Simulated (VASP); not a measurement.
# TiB2 (P6/mmm) in VASP: further runs, part 2 of 2

VASP 6.6.1. Earlier steps stand in the parts before.

## 5. Single point, PBE (biaxial strain in the a-b plane: -4.0 %)

Input file INCAR:

```
  PREC = Accurate
  ENCUT = 520
  EDIFF = 1E-6
  ISMEAR = 0
  SIGMA = 0.1
  LREAL = False
  LASPH = True
  NELM = 100
  ALGO = Normal
  ISIF = 2
  LWAVE = False
  LCHARG = True
  GGA = PE
  LELF = True
  LVHAR = True
  NBANDS = 16
```

Input file KPOINTS:

```
Automatic mesh
0
Gamma
  15 15 14
```

Input file POSCAR:

```
TiB2
1.0
    2.9108587168      0.0000000000      0.0000000000
   -1.4554293584      2.5208775956      0.0000000000
    0.0000000000      0.0000000000      3.3007472426
Ti B
1 2
Direct
    0.0000000000      0.0000000000      0.0000000000
    0.3333333333      0.6666666667      0.5000000000
    0.6666666667      0.3333333333      0.5000000000
```

Potentials or basis: VASP PAW PBE potentials, release 64 (Ti_sv, B).

The run is started by

```console
$ cat potpaw_PBE.64/Ti_sv/POTCAR potpaw_PBE.64/B/POTCAR > POTCAR
$ mpirun -np 1 vasp_std > vasp.out
```

OUTCAR:

```text
PREC = Accurate
   ENCUT = 520
   EDIFF = 1E-6
   ISMEAR = 0
   LREAL = False
   LASPH = True
   NELM = 100
   ISIF = 2
   GGA = PE

 ion  position               nearest neighbor table
   1  0.000  0.000  0.000-   2 2.36   3 2.36   2 2.36   3 2.36   3 2.36   3 2.36   2 2.36   2 2.36
                             3 2.36   3 2.36   2 2.36   2 2.36
   2  0.333  0.667  0.500-   3 1.68   3 1.68   3 1.68   1 2.36   1 2.36   1 2.36   1 2.36   1 2.36
                             1 2.36
   3  0.667  0.333  0.500-   2 1.68   2 1.68   2 1.68   1 2.36   1 2.36   1 2.36   1 2.36   1 2.36
                             1 2.36

  LATTYP: Found a hexagonal cell.
 ALAT       =     2.9108587168
 C/A-ratio  =     1.1339427859

  Lattice vectors:

 A1 = (   2.9108587168,   0.0000000000,   0.0000000000)
 A2 = (  -1.4554293584,   2.5208775956,   0.0000000000)
 A3 = (   0.0000000000,   0.0000000000,   3.3007472426)

Analysis of symmetry for initial positions (statically):
=====================================================================
 Subroutine PRICEL returns:
 Original cell was already a primitive cell.

 Routine SETGRP: Setting up the symmetry group for a
 hexagonal supercell.

 Subroutine GETGRP returns: Found 24 space group operations
 (whereof 24 operations were pure point group operations)
 out of a pool of 24 trial point group operations.

The static configuration has the point symmetry D_6h.

Analysis of symmetry for dynamics (positions and initial velocities):
=====================================================================
 Subroutine PRICEL returns:
 Original cell was already a primitive cell.

 Routine SETGRP: Setting up the symmetry group for a
 hexagonal supercell.

 Subroutine GETGRP returns: Found 24 space group operations
 (whereof 24 operations were pure point group operations)
 out of a pool of 24 trial point group operations.

The dynamic configuration has the point symmetry D_6h.

[... 113 lines left out ...]
   EMIN   =  10.00;   EMAX   =-10.00  energy-range for DOS
   EFERMI =   0.00;   METHOD = LEGACY
   ISMEAR =     0;   SIGMA  =   0.10  broadening in eV -4-tet -1-fermi 0-gaus
   EFERMI_NEDOS =   21; number of points for ismear=-14 and -15
   IALGO  =     38    algorithm
   IMIX   =      4    mixing-type and parameters
     AMIX     =   0.40;   BMIX     =  1.00
     AMIX_MAG =   1.60;   BMIX_MAG =  1.00
  volume/ion in A,a.u.               =       8.07        54.48
  Fermi-wavevector in a.u.,A,eV,Ry     =   1.482873  2.802224 29.918017  2.198912
  Thomas-Fermi vector in A             =   2.596605
   LORBIT       =      0    0 simple, 1 ext, 2 COOP (PROOUT), +10 PAW based schemes
   GGA     = PE    functional components
   LHFCALC =     F    Hartree Fock is set to
   AEXX    =    0.0000 exact exchange contribution
   IVDW    =     0    specifies the selected vdW correction
   LEPSILON=     F    determine dielectric tensor
   LRPA    =     F    only Hartree local field effects (RPA)
 non-spin polarized calculation
 Gauss-broadening in eV      SIGMA  =   0.10
  energy-cutoff  :      520.00
  volume of cell :       24.22
 maximum number of plane-waves:       675
 NGX is ok and might be reduce to    24
   NGX = 11   NGY = 11   NGZ = 13

 number of electron      17.9999996 magnetization

 Free energy of the ion-electron system (eV)
  ---------------------------------------------------
  ext. energy  EPLUGINS =         0.00000000
  ---------------------------------------------------
  free energy    TOTEN  =       -24.23829862 eV

  energy without entropy =      -24.23676674  energy(sigma->0) =      -24.23753268

 E-fermi :  10.6365     XC(G=0): -13.0337

 val. band max:       10.6210865044   @ k =   0.4000   0.1333   0.0000
 cond. band min:      10.6713259167   @ k =   0.2000   0.2000   0.1429
 fundamental gap:      0.0502394124
 Fermi energy:        10.6365080364

 k-point     1 :       0.0000    0.0000    0.0000
  band No.  band energies     occupation
      1     -46.2799      2.00000
      2     -22.6911      2.00000
      3     -22.2201      2.00000
      4     -22.2201      2.00000
      5      -3.2822      2.00000
      6       7.5824      2.00000
[... 433 lines left out ...]
      3     -22.5777      2.00000
      4     -22.4784      2.00000
      5       1.6218      2.00000
      6       1.7230      2.00000
[... 8 lines left out ...]
     15      19.6190      0.00000
     16      21.6149      0.00000

 [... further k-points ...]
[... 5 lines left out ...]
  --------------------------------------------------------------------------------------
  -------------------------------------------------------------------------------------
  Total        4.6776337      4.6776337     -0.3353859      0.0000000      0.0000000      0.0000000
  in kB      309.4223207    309.4223207    -22.1855530      0.0000000      0.0000000      0.0000000
  external PRESSURE =     198.8863628 kB  Pullay stress =       0.0000000 kB

 VOLUME and BASIS-vectors are now :
 -----------------------------------------------------------------------------
  energy-cutoff  :      520.00
  volume of cell :       24.22
      direct lattice vectors                 reciprocal lattice vectors
     2.910858717  0.000000000  0.000000000     0.343541236  0.198343625  0.000000000
    -1.455429358  2.520877596  0.000000000     0.000000000  0.396687250  0.000000000
     0.000000000  0.000000000  3.300747243     0.000000000  0.000000000  0.302961701

 POSITION                                       TOTAL-FORCE (eV/Angst)
 -----------------------------------------------------------------------------------
      0.00000      0.00000      0.00000        -0.000000     -0.000000     -0.000000
     -0.00000      1.68059      1.65037        -0.000000      0.000000      0.000000
      1.45543      0.84029      1.65037         0.000000      0.000000     -0.000000
 -----------------------------------------------------------------------------------
    total drift:                               -0.000000      0.000000     -0.000000

  FREE ENERGIE OF THE ION-ELECTRON SYSTEM (eV)
  ---------------------------------------------------
  free  energy   TOTEN  =       -24.2382986180 eV

  energy  without entropy=      -24.2367667366  energy(sigma->0) =      -24.23753268
```

Run time: 95 s. Hardware: 1 thread of Intel Xeon 8259CL, shared host; peak memory 0.21 GiB.

What came out:

```
Free energy            : -24.2383 eV
Pressure               : 19.9 GPa
Band gap on the k mesh : zero (bands 9 and 10 overlap by 0.67 eV)
```

Caveat: the cell differs from its parent crystal (biaxial strain in the a-b plane: -4.0 %); the cell stands under pressure.

## 6. Summary

```tsv
cell	gap on the mesh (eV)	pressure (GPa)
a = 2.850, b = 2.850, c = 3.317 Å, angles 90.0, 90.0, 120.0°, 3 atoms	none	34.3
a = 2.850, b = 2.850, c = 3.339 Å, angles 90.0, 90.0, 120.0°, 3 atoms	none	32.3
a = 2.911, b = 2.911, c = 3.285 Å, angles 90.0, 90.0, 120.0°, 3 atoms	none	21.2
a = 2.911, b = 2.911, c = 3.301 Å, angles 90.0, 90.0, 120.0°, 3 atoms	none	19.9
```

Alike in all rows: task single point; level PBE; potentials or basis VASP PAW PBE potentials, release 64 (Ti_sv, B); no spin polarisation; k mesh 15 × 15 × 14; cutoff (eV) 520; smearing gaussian 0.1 eV.

Caveats: the cell stands under pressure.

Total energies depend on the potentials used, so only differences within one code and one set of settings carry meaning.
